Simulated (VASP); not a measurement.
Set up this calculation in VASP 6.6.1, as the native input.

* Task: single point
* Functional: PBE
* Potentials or basis: VASP PAW PBE potentials, release 64 (Sn_d, Se)
* Cutoff: 520 eV
* k mesh: 12 × 12 × 4
* Occupations: gaussian, width 0.02 eV
* Spin: no spin polarisation
* Dipole correction: no
* Further INCAR settings: ALGO = Normal; EDIFF = 1e-07; NBANDS = 20

The structure of SnSe2 lies in POSCAR:

```
SnSe2
1.0
    3.8574321122      0.0000000000      0.0000000000
   -1.9287160561      3.3406342025      0.0000000000
    0.0000000000      0.0000000000      6.4064355836
Sn Se
1 2
Direct
    0.0000000000      0.0000000000      0.0000000000
    0.3333333333      0.6666666667      0.2492177531
    0.6666666667      0.3333333333      0.7507822469
```

These files were run (other wordings do the same):

INCAR

```
ALGO = Normal
EDIFF = 1E-7
ENCUT = 520
GGA = PE
ISIF = 2
ISMEAR = 0
LASPH = T
LCHARG = F
LREAL = F
LWAVE = F
NBANDS = 20
NELM = 80
PREC = Accurate
SIGMA = 0.02
```

KPOINTS

```
k-points
0
Gamma
  12 12 4
```

Potentials or basis: VASP PAW PBE potentials, release 64 (Sn_d, Se).

Command:

```bash
$ cat potpaw_PBE.64/Sn_d/POTCAR potpaw_PBE.64/Se/POTCAR > POTCAR
$ mpirun -np 1 vasp_std > vasp.out
```

Results of the run:

```json
{
  "Pressure": "0.8 GPa",
  "Largest force": "0.008 eV/Å",
  "Band gap on the k mesh": "0.69 eV (least direct gap 1.13 eV)"
}
```

Caveat: spin-orbit coupling is left out, which moves the levels of the heavy elements; this functional lacks dispersion, which binds the layers, so the pressure and a relaxed spacing across them are unreliable.

It took 50 s on 1 thread of Intel(R) Xeon(R) 6975P-C (Granite Rapids), on a shared host, peak memory 0.26 GiB.
